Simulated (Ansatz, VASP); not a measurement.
**B: VASP beside Ansatz**

File INCAR:

```
SYSTEM = B
  PREC = Accurate
  ENCUT = 520
  EDIFF = 1E-7
  ISMEAR = -1
  SIGMA = 0.1
  LREAL = .False.
  LASPH = .True.
  NELM = 100
  ALGO = Normal
  ISIF = 2
  LWAVE = .False.
  LCHARG = .True.
  GGA = RP
  LELF = .True.
  LVHAR = .True.
  NBANDS = 10
```

Contents of KPOINTS:

```
regular mesh
0
Gamma
  23 23 4
  0 0 0
```

File POSCAR:

```
B
1.0
    1.7244376408      0.0000000000      0.0000000000
   -0.8622188204      1.4934068042      0.0000000000
    0.0000000000      0.0000000000     10.6565596667
B
2
Direct
    0.3333333333      0.6666666667      0.2500000000
    0.6666666667      0.3333333333      0.7500000000
```

Input for Ansatz:

```yaml
crystal:
  lattice:
    - [1.7244376408, 0.0, 0.0]
    - [-0.8622188204, 1.4934068042, 0.0]
    - [0.0, 0.0, 10.6565596667]
  atoms:
    - { symbol: B, position: [0.3333333333, 0.6666666667, 0.25] }
    - { symbol: B, position: [0.6666666667, 0.3333333333, 0.75] }
hamiltonian:
  xc: rpbe
  pseudopotentials:
    kind: paw
    azcp:
      B: "pseudopotentials/B.paw.azcp"
basis:
  ecutwfc: 420
  fft_grid_basis: typed
kpoints:
  mp_grid: { grid: [23, 23, 4], shift: [0, 0, 0] }
magnetization:
  spin_polarized: false
scf:
  occupations: { method: fermi_dirac, width: 0.1 }
  lower_state_search: "off"
output:
  stress: true
```

Alike in both runs: task single point; functional RPBE; k mesh 23 × 23 × 4; occupations fermi-dirac, width 0.1 eV; no spin polarisation.

|  | VASP | Ansatz |
| --- | --- | --- |
| version | VASP 6.6.1 | Ansatz 0.2.0 |
| potentials or method | VASP PAW PBE potentials, release 64 (B), cutoff 520 eV | plane waves (420 eV) with PAW, scalar-relativistic |
| valence electrons in the cell | 6 | 6 |

VASP gave:

```
pressure (GPa)                                                : -1.2
traceless stress, the component that is largest in VASP (GPa) : 1.12
```

Q: Estimate Ansatz's values.

A: Pressure (GPa): -1.1; traceless stress, the component that is largest in VASP (GPa): 1.08.

VASP's potentials were made for PBE, not for RPBE.
